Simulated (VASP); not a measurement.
# Al16P16H (a cell with a defect) in VASP: single point with PBE

Aim: the single point of Al16P16H (a cell with a defect) with PBE.

Program: VASP 6.6.1. These are calculated values, not measurements. Logs are shortened: lines on timing, memory, paths and dates and some standing lists are left out, and cuts for length are marked.

### Step 1. The cell of the first run

The cell holds a defect, 33 atoms: a = 9.539 Å, b = 9.539 Å, c = 9.539 Å, α = 109.47°, β = 109.47°, γ = 109.47°.

### Step 2. Single point, PBE

The input, INCAR:

```
PREC     = Accurate       # precision mode
ENCUT    = 520            # plane-wave cutoff, eV
EDIFF    = 1E-6           # SCF threshold, eV
ISMEAR   = 0              # smearing method
SIGMA    = 0.01           # smearing width, eV
LREAL    = Auto         
LASPH    = T              # aspherical terms in the spheres
NELM     = 80             # most SCF steps
ALGO     = Normal         # electronic algorithm
ISIF     = 2              # what is computed and relaxed
LWAVE    = F              # write WAVECAR
LCHARG   = T              # write CHGCAR
GGA      = PE             # functional
LELF     = T              # ELF
LVHAR    = T            
NBANDS   = 86             # bands
NELECT   = 128.0
```

The input, KPOINTS:

```
Automatic mesh
0
Gamma
  2 2 2
  0.5 0.5 0.5
```

The input, POSCAR:

```
Al16P16H
1.0
   -5.5073398843      5.5073398843     -5.5073398843
    5.5073398843     -5.5073398843     -5.5073398843
   -5.5073398843     -5.5073398843      5.5073398843
Al P H
16 16 1
Direct
    0.4983849237      0.2492069235      0.2492069235
    0.2492069235      0.2492069235      0.4983849237
   -0.0008219998      0.2507930765      0.7500000000
    0.7500000000     -0.0008219998      0.2507930765
    0.7500000000      0.2507930765     -0.0008219998
    0.5008219998      0.0016150763      0.5008219998
    0.2507930765     -0.0008219998      0.7500000000
   -0.0008219998      0.7500000000      0.2507930765
    0.9985397851      0.9985397851      0.9985397851
    0.7500000000      0.7500000000      0.5014602149
    0.5014602149      0.7500000000      0.7500000000
    0.2492069235      0.4983849237      0.2492069235
    0.2507930765      0.7500000000     -0.0008219998
    0.0016150763      0.5008219998      0.5008219998
    0.7500000000      0.5014602149      0.7500000000
    0.5008219998      0.5008219998      0.0016150763
    0.5000000000      0.0000000000      0.2500000000
    0.2500000000      0.0000000000      0.5000000000
    0.0004244460      0.0004244460      0.7500000000
    0.7500000000      0.7500000000      0.2508564841
    0.7500000000      0.0004244460      0.0004244460
    0.4995755540      0.7500000000      0.4995755540
    0.2508564841      0.7500000000      0.7500000000
    0.0000000000      0.5000000000      0.2500000000
    0.0004244460      0.7500000000      0.0004244460
    0.7500000000      0.4995755540      0.4995755540
    0.4995755540      0.4995755540      0.7500000000
    0.2491435159      0.2491435159      0.2491435159
    0.2500000000      0.5000000000      0.0000000000
    0.0000000000      0.2500000000      0.5000000000
    0.7500000000      0.2508564841      0.7500000000
    0.5000000000      0.2500000000      0.0000000000
    0.7500000000      0.7500000000      0.7500000000
```

Potentials or basis: VASP PAW PBE potentials, release 64 (Al, P, H).

Run with:

```
$ cat potpaw_PBE.64/Al/POTCAR potpaw_PBE.64/P/POTCAR potpaw_PBE.64/H/POTCAR > POTCAR
$ mpirun -np 1 vasp_std > vasp.out
```

OUTCAR:

```text
PREC = Accurate
   ENCUT = 520
   EDIFF = 1E-6
   ISMEAR = 0
   LREAL = Auto
   LASPH = T
   NELM = 80
   ISIF = 2
   GGA = PE
   NELECT = 128.0

 ion  position               nearest neighbor table
   1  0.498  0.249  0.249-  28 2.38  17 2.38  32 2.38  26 2.39
   2  0.249  0.249  0.498-  28 2.38  18 2.38  30 2.38  27 2.39
   3  0.999  0.251  0.750-  31 2.38  30 2.38  29 2.38  19 2.39
   4  0.750  0.999  0.251-  20 2.38  17 2.38  30 2.38  21 2.39
   5  0.750  0.251  0.999-  31 2.38  24 2.38  32 2.38  21 2.39
   6  0.501  0.002  0.501-  31 2.38  17 2.38  18 2.38  22 2.39
[... 24 lines left out ...]
  31  0.750  0.251  0.750-   3 2.38   5 2.38   6 2.38  15 2.39
  32  0.500  0.250  0.000-   1 2.38   5 2.38   7 2.38  16 2.38
  33  0.750  0.750  0.750-

  LATTYP: Found a body centered cubic cell.
 ALAT       =    11.0146797686

  Lattice vectors:

 A1 = (  -5.5073398843,   5.5073398843,  -5.5073398843)
 A2 = (   5.5073398843,  -5.5073398843,  -5.5073398843)
 A3 = (  -5.5073398843,  -5.5073398843,   5.5073398843)

Analysis of symmetry for initial positions (statically):
=====================================================================
 Subroutine PRICEL returns:
 Original cell was already a primitive cell.

 Routine SETGRP: Setting up the symmetry group for a
 body centered cubic supercell.

 Subroutine GETGRP returns: Found 24 space group operations
 (whereof  6 operations were pure point group operations)
 out of a pool of 48 trial point group operations.

The static configuration has the point symmetry C_3v.
 The point group associated with its full space group is T_d .

Analysis of symmetry for dynamics (positions and initial velocities):
=====================================================================
 Subroutine PRICEL returns:
 Original cell was already a primitive cell.

 Routine SETGRP: Setting up the symmetry group for a
 body centered cubic supercell.

 Subroutine GETGRP returns: Found 24 space group operations
 (whereof  6 operations were pure point group operations)
 out of a pool of 48 trial point group operations.

The dynamic configuration has the point symmetry C_3v.
 The point group associated with its full space group is T_d .

 Subroutine INISYM returns: Found 24 space group operations
 (whereof  6 operations are pure point group operations),
 and found     1 'primitive' translations

----------------------------------------------------------------------------------------

[... 145 lines left out ...]
   EFERMI =   0.00;   METHOD = LEGACY
   ISMEAR =     0;   SIGMA  =   0.01  broadening in eV -4-tet -1-fermi 0-gaus
   EFERMI_NEDOS =   21; number of points for ismear=-14 and -15
   IALGO  =     38    algorithm
   IMIX   =      4    mixing-type and parameters
     AMIX     =   0.40;   BMIX     =  1.00
     AMIX_MAG =   1.60;   BMIX_MAG =  1.00
  volume/ion in A,a.u.               =      20.25       136.64
  Fermi-wavevector in a.u.,A,eV,Ry     =   0.943734  1.783399 12.117810  0.890634
  Thomas-Fermi vector in A             =   2.071470
   LORBIT       =      0    0 simple, 1 ext, 2 COOP (PROOUT), +10 PAW based schemes
   GGA     = PE    functional components
   LHFCALC =     F    Hartree Fock is set to
   AEXX    =    0.0000 exact exchange contribution
   IVDW    =     0    specifies the selected vdW correction
   LEPSILON=     F    determine dielectric tensor
   LRPA    =     F    only Hartree local field effects (RPA)
 non-spin polarized calculation
 Gauss-broadening in eV      SIGMA  =   0.01
  energy-cutoff  :      520.00
  volume of cell :      668.17
 maximum number of plane-waves:     18000
 NGX is ok and might be reduce to    70
   NGX = 35   NGY = 35   NGZ = 35

 number of electron     128.0000021 magnetization

 Free energy of the ion-electron system (eV)
  ---------------------------------------------------
  ext. energy  EPLUGINS =         0.00000000
  ---------------------------------------------------
  free energy    TOTEN  =      -171.50484416 eV

  energy without entropy =     -171.50119151  energy(sigma->0) =     -171.50301784

 E-fermi :   3.9442     XC(G=0):  -9.1162

 val. band max:        3.9363151930   @ k =   0.2500   0.2500   0.2500
 cond. band min:       3.9459460506   @ k =   0.2500   0.2500   0.2500
 fundamental gap:      0.0096308576
 Fermi energy:         3.9441644016

 k-point     1 :       0.2500    0.2500    0.2500
  band No.  band energies     occupation
      1      -6.4790      2.00000
      2      -6.3548      2.00000
      3      -6.3548      2.00000
      4      -6.3548      2.00000
      5      -5.1869      2.00000
      6      -5.1610      2.00000
[... 68 lines left out ...]
     75       7.2112      0.00000
     76       7.2112      0.00000

 k-point     2 :      -0.2500    0.2500    0.2500
  band No.  band energies     occupation
      1      -6.8071      2.00000
      2      -6.0600      2.00000
      3      -5.9644      2.00000
      4      -5.9644      2.00000
      5      -5.9545      2.00000
      6      -5.4700      2.00000
[... 68 lines left out ...]
     75       7.9483      0.00000
     76       8.1887      0.00000
 [bands above 76 left out]

------------------------ aborting loop because EDIFF is reached ----------------------------------------

  FORCE on cell =-STRESS in cart. coord.  units (eV):
  Direction    XX          YY          ZZ          XY          YZ          ZX
  --------------------------------------------------------------------------------------
  -------------------------------------------------------------------------------------
  Total       -8.7863454     -8.7863454     -8.7863454     -0.0000000     -0.0000000     -0.0000000
  in kB      -21.0684810    -21.0684810    -21.0684810     -0.0000000     -0.0000000     -0.0000000
  external PRESSURE =     -21.0684810 kB  Pullay stress =       0.0000000 kB

 VOLUME and BASIS-vectors are now :
 -----------------------------------------------------------------------------
  energy-cutoff  :      520.00
  volume of cell :      668.17
      direct lattice vectors                 reciprocal lattice vectors
    -5.507339884  5.507339884 -5.507339884    -0.090787932  0.000000000 -0.090787932
     5.507339884 -5.507339884 -5.507339884     0.000000000 -0.090787932 -0.090787932
    -5.507339884 -5.507339884  5.507339884    -0.090787932 -0.090787932  0.000000000

 POSITION                                       TOTAL-FORCE (eV/Angst)
 -----------------------------------------------------------------------------------
     -2.74478     -0.00016     -2.74478        -0.000777      0.005025     -0.000777
     -2.74478     -2.74478     -0.00016        -0.000777     -0.000777      0.005025
     -8.25212     -0.00889     -2.75351        -0.000777      0.000777     -0.005025
     -0.00889     -2.75351     -8.25212         0.000777     -0.005025     -0.000777
     -8.25212     -2.75351     -0.00889        -0.000777     -0.005025      0.000777
     -5.50750     -0.00889     -0.00889         0.005025      0.000777      0.000777
[... 25 lines left out ...]
     -1.37683      1.37683     -4.13050         0.000000     -0.000000     -0.000000
     -4.13050     -4.13050     -4.13050         0.000000     -0.000000     -0.000000
 -----------------------------------------------------------------------------------
    total drift:                                0.000002      0.000002      0.000003

  FREE ENERGIE OF THE ION-ELECTRON SYSTEM (eV)
  ---------------------------------------------------
  free  energy   TOTEN  =      -171.5048441649 eV

  energy  without entropy=     -171.5011915120  energy(sigma->0) =     -171.50301784
```

OSZICAR:

```text
N       E                     dE             d eps       ncg     rms          rms(c)
DAV:   1     0.397991764073E+03    0.39799E+03   -0.48406E+04   344   0.122E+03
DAV:   2    -0.133159301515E+03   -0.53115E+03   -0.50672E+03   428   0.182E+02
DAV:   3    -0.175306132134E+03   -0.42147E+02   -0.41328E+02   424   0.502E+01
[... 15 lines left out ...]
DAV:  19    -0.171504868559E+03   -0.22183E-04   -0.52466E-06   384   0.818E-03    0.721E-02
DAV:  20    -0.171504847889E+03    0.20670E-04   -0.27170E-06   304   0.592E-03    0.293E-02
DAV:  21    -0.171504845606E+03    0.22833E-05   -0.53631E-07   224   0.202E-03    0.185E-02
DAV:  22    -0.171504843993E+03    0.16122E-05   -0.43359E-07   240   0.216E-03    0.226E-03
DAV:  23    -0.171504844165E+03   -0.17164E-06   -0.40360E-07   224   0.156E-03
   1 F= -.17150484E+03 E0= -.17150302E+03  d E =-.365265E-02
```

Wall time 5.1 min (1 thread of Intel Xeon Platinum 8488C (Sapphire Rapids), shared host); peak memory 0.73 GiB.

Results:

| Item | Value |
| --- | --- |
| Free energy | -171.5048 eV |
| Largest force | 0.023 eV/Å |

Forces on the atoms (eV/Å):
```
Al  -0.001  0.005 -0.001
Al  -0.001 -0.001  0.005
Al  -0.001  0.001 -0.005
Al   0.001 -0.005 -0.001
Al  -0.001 -0.005  0.001
Al   0.005  0.001  0.001
Al   0.001 -0.001 -0.005
Al  -0.005  0.001 -0.001
Al  -0.008 -0.008 -0.008
Al   0.008  0.008 -0.008
Al   0.008 -0.008  0.008
Al   0.005 -0.001 -0.001
Al  -0.005 -0.001  0.001
Al   0.001  0.005  0.001
Al  -0.008  0.008  0.008
Al   0.001  0.001  0.005
P    0.000  0.000  0.000
P    0.000  0.000  0.000
P    0.000  0.000 -0.006
P   -0.014 -0.014  0.014
P    0.000 -0.006  0.000
P    0.006  0.000  0.000
P   -0.014  0.014 -0.014
P    0.000  0.000  0.000
P   -0.006  0.000  0.000
P    0.000  0.006  0.000
P    0.000  0.000  0.006
P    0.014  0.014  0.014
P    0.000  0.000  0.000
P    0.000  0.000  0.000
P    0.014 -0.014 -0.014
P    0.000  0.000  0.000
H    0.000  0.000  0.000
```

Caveat: the k points lie up to 0.40 Å⁻¹ apart; the cell carries a net charge on a neutralising background, which shifts energy and pressure; the cell is charged against a uniform background, so pressure and absolute levels hang on convention.
